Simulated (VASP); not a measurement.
# Sn4O7 (a cell with a defect) in VASP: further runs, part 2 of 2

VASP 6.6.1. The steps go on from the part before.

## 3. Single point, PBE+D3(BJ)

INCAR

```
PREC = Accurate
ENCUT = 520
EDIFF = 1E-6
ISMEAR = 0
SIGMA = 0.05
LREAL = F
LASPH = T
NELM = 60
ALGO = Normal
ISIF = 2
LWAVE = F
LCHARG = F
GGA = PE
IVDW = 12
NBANDS = 60
NELECT = 96.0
KPAR = 4
```

KPOINTS

```
Automatic mesh
0
Gamma
  6 6 6
```

POSCAR

```
Sn4O7
1.0
   -3.2376496260     -1.8692578831      4.2923370236
    3.2376496260     -1.8692578831      4.2923370236
    0.0000000000      3.7385157663      4.2923370236
Sn O
4 7
Direct
    0.5000000000      0.5000000000      0.5000000000
    0.0000000000      0.0000000000      0.5000000000
    0.0000000000      0.5000000000      0.0000000000
    0.5000000000      0.0000000000      0.0000000000
    0.7436146560      0.7436146560      0.2436146560
    0.7436146560      0.2436146560      0.7436146560
    0.2436146560      0.7436146560      0.7436146560
    0.7563853440      0.7563853440      0.7563853440
    0.2563853440      0.2563853440      0.7563853440
    0.2563853440      0.7563853440      0.2563853440
    0.8176516891      0.3170994661      0.2531020767
```

Potentials or basis: VASP PAW PBE potentials, release 64 (Sn_d, O).

On the command line:

```console
$ cat potpaw_PBE.64/Sn_d/POTCAR potpaw_PBE.64/O/POTCAR > POTCAR
$ mpirun -np 4 vasp_std > vasp.out
```

It took 5.1 min on 4 MPI ranks of Intel Xeon Platinum 8488C (Sapphire Rapids), shared host; peak memory 0.77 GiB.

The run converged. Its results:

```
Free energy                : -75.9550 eV
Largest force              : 12.486 eV/Å
Dispersion energy per atom : -0.200 eV
```

Forces on the atoms (eV/Å):
```
Sn    0.975   0.475   2.485
Sn   -0.760   3.480  -0.902
Sn    2.614 -12.033   2.066
Sn   -2.874  -1.475  -1.271
O     2.019  -0.346   1.144
O     0.219   0.180   0.162
O    -0.131   0.022   0.295
O     0.217  -0.229   0.149
O    -0.225   0.841   0.286
O     1.033  -0.486   0.200
O    -3.087   9.570  -4.614
```

Levels at points of the mesh, in eV from the Fermi level:
```
           k point  band 44  band 45  band 46  band 47  band 48  band 49  band 50  band 51  band 52  band 53
(0.00, 0.00, 0.00)    -0.98    -0.92    -0.65    -0.54    -0.39     0.04     3.30     3.62     4.08     4.94
(0.50, 0.00, 0.00)    -1.10    -0.97    -0.61    -0.53    -0.09     0.95     2.52     3.93     4.51     5.48
(0.00, 0.50, 0.00)    -1.05    -0.87    -0.77    -0.47    -0.06     1.09     2.45     3.59     4.69     5.30
(0.00, 0.00, 0.50)    -1.02    -0.90    -0.59    -0.54    -0.13     1.12     2.22     3.98     4.50     5.48
(0.50, 0.50, 0.00)    -1.43    -1.26    -1.05    -0.76    -0.21     1.46     2.53     3.87     4.43     6.01
(0.50, 0.00, 0.50)    -1.50    -1.14    -0.95    -0.59    -0.33     1.41     2.75     3.50     4.61     5.48
(0.00, 0.50, 0.50)    -1.35    -1.08    -0.93    -0.51    -0.34     1.54     2.57     3.53     4.41     5.82
(0.50, 0.50, 0.50)    -1.41    -1.32    -1.30    -1.19    -1.03     0.96     3.41     3.64     4.12     5.37
```

Caveat: the cell carries a net charge on a neutralising background, which shifts energy and pressure; the cell differs from its parent crystal (atoms taken out, atom 11 moved 0.167 of the way to it and +0.333 Å across, host rigid); the cell is charged against a uniform background, so pressure and absolute levels hang on convention; spin-orbit coupling is left out, which moves the levels of the heavy elements.

## 4. Single point, PBE+D3(BJ)

INCAR

```
PREC     = Accurate       # precision mode
ENCUT    = 520            # plane-wave cutoff, eV
EDIFF    = 1E-6           # SCF threshold, eV
ISMEAR   = 0              # smearing method
SIGMA    = 0.05           # smearing width, eV
LREAL    = False          # projectors in reciprocal space
LASPH    = True           # aspherical terms in the spheres
NELM     = 80             # most SCF steps
ALGO     = Normal         # electronic algorithm
ISIF     = 2              # what is computed and relaxed
LWAVE    = False          # write WAVECAR
LCHARG   = True           # write CHGCAR
GGA      = PE             # functional
IVDW     = 12             # dispersion correction
LVHAR    = True         
NELECT   = 96.0         
NBANDS   = 60             # bands
KPAR     = 4
```

KPOINTS

```
regular mesh
0
Gamma
  6 6 6
```

Edit POSCAR of step 3 so:

```diff
@@ -18,2 +18,2 @@
     0.2563853440      0.7563853440      0.2563853440
-    0.8176516891      0.3170994661      0.2531020767
+    0.8988240925      0.3149718695      0.2509744801
```

On the command line:

```console
$ cat potpaw_PBE.64/Sn_d/POTCAR potpaw_PBE.64/O/POTCAR > POTCAR
$ mpirun -np 4 vasp_std > vasp.out
```

It took 5.5 min on 4 MPI ranks of Intel Xeon Platinum 8259CL at 2.50GHz (Skylake/Cascade Lake), shared host; peak memory 0.77 GiB.

Results (log left out):

| Property | Result |
| --- | --- |
| Free energy | -72.6306 eV |
| Largest force | 29.824 eV/Å |
| Dispersion energy per atom | -0.200 eV |

Forces in eV/Å, atoms in the order of the input:
```
Sn    0.957   0.429   2.641
Sn   -2.722   4.924  -0.339
Sn    7.073 -28.879   2.329
Sn   -2.787  -1.473  -1.621
O     2.344   0.045   0.704
O     0.449   0.206  -0.019
O    -0.093  -0.021   0.123
O     0.271  -0.176   0.087
O    -0.548   0.362   0.143
O     0.708  -0.495   0.127
O    -5.651  25.078  -4.177
```

Levels at points of the mesh, in eV from the Fermi level:
```tsv
k point	band 44	band 45	band 46	band 47	band 48	band 49	band 50	band 51	band 52	band 53
(0.00, 0.00, 0.00)	-0.95	-0.90	-0.61	-0.52	-0.23	0.05	3.10	3.71	4.62	5.18
(0.50, 0.00, 0.00)	-1.24	-1.03	-0.64	-0.53	-0.14	1.39	2.78	3.47	5.14	5.46
(0.00, 0.50, 0.00)	-1.10	-0.88	-0.83	-0.50	-0.08	1.48	2.58	3.87	4.63	5.09
(0.00, 0.00, 0.50)	-1.12	-0.86	-0.76	-0.58	-0.12	1.48	2.59	3.62	4.82	5.49
(0.50, 0.50, 0.00)	-1.42	-1.40	-1.26	-0.71	-0.26	1.87	2.88	3.65	4.73	5.60
(0.50, 0.00, 0.50)	-1.53	-1.37	-1.15	-0.62	-0.37	1.85	2.86	3.77	4.58	5.29
(0.00, 0.50, 0.50)	-1.36	-1.22	-0.99	-0.61	-0.26	1.80	2.78	3.38	4.92	5.87
(0.50, 0.50, 0.50)	-1.42	-1.37	-1.36	-1.23	-1.11	1.35	3.03	3.84	4.87	5.25
```

Caveat: the cell carries a net charge on a neutralising background, which shifts energy and pressure; the cell differs from its parent crystal (atoms taken out, atom 11 moved 0.333 of the way to it and +0.333 Å across, host rigid); the cell is charged against a uniform background, so pressure and absolute levels hang on convention; spin-orbit coupling is left out, which moves the levels of the heavy elements.

## 5. Single point, PBE+D3(BJ)

INCAR

```
PREC = Accurate ; ENCUT = 520
EDIFF = 1E-6 ; ISMEAR = 0
SIGMA = 0.05 ; LREAL = F
LASPH = T ; NELM = 60
ALGO = Normal ; ISIF = 2
LWAVE = F ; LCHARG = T
GGA = PE ; IVDW = 12
LVHAR = T ; NELECT = 96.0
NBANDS = 60 ; KPAR = 4
```

KPOINTS is that of step 4.

Edit POSCAR of step 4 so:

```diff
@@ -18,2 +18,2 @@
     0.2563853440      0.7563853440      0.2563853440
-    0.8988240925      0.3149718695      0.2509744801
+    0.7050993830      0.1642402966      0.2602459813
```

On the command line:

```console
$ cat potpaw_PBE.64/Sn_d/POTCAR potpaw_PBE.64/O/POTCAR > POTCAR
$ mpirun -np 4 vasp_std > vasp.out
```

Wall time 5.3 min (4 MPI ranks of Intel Xeon Platinum 8375C at 2.90GHz (Ice Lake), shared host); peak memory 0.77 GiB.

It converged, with:

```
Free energy                : -75.9589 eV
Largest force              : 3.556 eV/Å
Dispersion energy per atom : -0.201 eV
```

Forces on the atoms (eV/Å):
```
Sn  -0.451  0.115  0.341
Sn   0.365  2.421 -1.981
Sn   1.924 -1.202 -1.602
Sn  -1.975 -1.288 -1.156
O   -1.299  0.648 -0.442
O    0.046 -1.001 -0.025
O   -0.129 -0.048  0.123
O   -0.219  0.378  0.325
O    0.059  1.385  0.481
O    0.865 -0.736  0.541
O    0.813 -0.673  3.395
```

Levels at points of the mesh, in eV from the Fermi level:
| k point | band 44 | band 45 | band 46 | band 47 | band 48 | band 49 | band 50 | band 51 | band 52 | band 53 |
| --- | --- | --- | --- | --- | --- | --- | --- | --- | --- | --- |
| (0.00, 0.00, 0.00) | -0.86 | -0.70 | -0.58 | -0.24 | -0.12 | 0.07 | 2.77 | 3.03 | 3.60 | 4.98 |
| (0.50, 0.00, 0.00) | -0.78 | -0.50 | -0.41 | -0.28 | -0.06 | 0.48 | 1.77 | 3.04 | 4.02 | 5.45 |
| (0.00, 0.50, 0.00) | -0.91 | -0.83 | -0.69 | -0.23 | -0.11 | 0.42 | 2.02 | 3.54 | 4.16 | 5.72 |
| (0.00, 0.00, 0.50) | -0.97 | -0.81 | -0.59 | -0.09 | -0.03 | 0.32 | 2.11 | 3.15 | 3.89 | 5.59 |
| (0.50, 0.50, 0.00) | -1.47 | -0.84 | -0.69 | -0.47 | -0.23 | 1.14 | 2.04 | 2.93 | 4.29 | 5.64 |
| (0.50, 0.00, 0.50) | -1.45 | -0.71 | -0.62 | -0.38 | -0.07 | 0.74 | 2.15 | 3.00 | 4.12 | 5.92 |
| (0.00, 0.50, 0.50) | -1.41 | -1.04 | -0.79 | -0.52 | -0.25 | 0.77 | 2.38 | 3.01 | 4.29 | 5.88 |
| (0.50, 0.50, 0.50) | -1.38 | -1.29 | -1.22 | -0.82 | -0.54 | 0.88 | 2.91 | 3.09 | 3.97 | 4.91 |

Caveat: the cell carries a net charge on a neutralising background, which shifts energy and pressure; the cell differs from its parent crystal (atoms taken out, atom 11 moved -0.167 of the way to it and -0.500 Å across, host rigid); the cell is charged against a uniform background, so pressure and absolute levels hang on convention; spin-orbit coupling is left out, which moves the levels of the heavy elements.

## 6. Single point, PBE+D3(BJ)

INCAR

```
SYSTEM = Sn4O7
PREC = Accurate
ENCUT = 520
EDIFF = 1E-6
ISMEAR = 0
SIGMA = 0.05
LREAL = .False.
LASPH = .True.
NELM = 60
ALGO = Normal
ISIF = 2
LWAVE = .False.
LCHARG = .True.
GGA = PE
IVDW = 12
LVHAR = .True.
NBANDS = 60
NELECT = 96.0
KPAR = 4
```

KPOINTS

```
Automatic mesh
0
Gamma
  6 6 6
  0 0 0
```

Edit POSCAR of step 5 so:

```diff
@@ -18,2 +18,2 @@
     0.2563853440      0.7563853440      0.2563853440
-    0.7050993830      0.1642402966      0.2602459813
+    0.6552094365      0.3213572135      0.2573598241
```

Potentials or basis: VASP PAW PBE potentials, release 64 (Sn_d, O).

On the command line:

```console
$ cat potpaw_PBE.64/Sn_d/POTCAR potpaw_PBE.64/O/POTCAR > POTCAR
$ mpirun -np 4 vasp_std > vasp.out
```

Run time: 13 min. Hardware: 4 MPI ranks of Oxide Virtual Turin-like, shared host; peak memory 0.76 GiB.

It converged, with:

```yaml
Free_energy: -75.7139 eV
Largest_force: 8.002 eV/Å
Dispersion_energy_per_atom: -0.201 eV
```

Forces in eV/Å, atoms in the order of the input:
```
Sn   3.613  2.880  5.009
Sn   0.208  2.651 -1.293
Sn   2.658 -0.830 -1.517
Sn  -2.251 -1.195 -1.134
O   -0.042 -0.350  0.949
O   -0.336 -0.461  0.246
O   -0.075 -0.072  0.177
O    0.022 -0.253  0.206
O    0.193  1.989  0.514
O    2.188 -0.807  0.485
O   -6.177 -3.551 -3.642
```

Levels at points of the mesh, in eV from the Fermi level:
```csv
k point,band 46,band 47,band 48,band 49,band 50,band 51
"(0.00, 0.00, 0.00)",-0.61,-0.27,-0.13,0.09,2.87,3.27
"(0.50, 0.00, 0.00)",-0.42,-0.27,-0.08,0.67,2.06,3.17
"(0.00, 0.50, 0.00)",-0.45,-0.35,-0.02,0.56,1.98,3.25
"(0.00, 0.00, 0.50)",-0.48,-0.20,-0.04,0.42,1.87,3.41
"(0.50, 0.50, 0.00)",-0.73,-0.33,-0.23,0.74,2.13,3.21
"(0.50, 0.00, 0.50)",-0.67,-0.32,-0.17,0.95,2.13,3.09
"(0.00, 0.50, 0.50)",-0.79,-0.40,-0.22,0.91,2.27,2.98
"(0.50, 0.50, 0.50)",-1.01,-0.95,-0.71,0.44,2.87,3.26
```

Caveat: the cell carries a net charge on a neutralising background, which shifts energy and pressure; the cell differs from its parent crystal (atoms taken out, atom 11 moved -0.167 of the way to it and +0.333 Å across, host rigid); the cell is charged against a uniform background, so pressure and absolute levels hang on convention; spin-orbit coupling is left out, which moves the levels of the heavy elements.
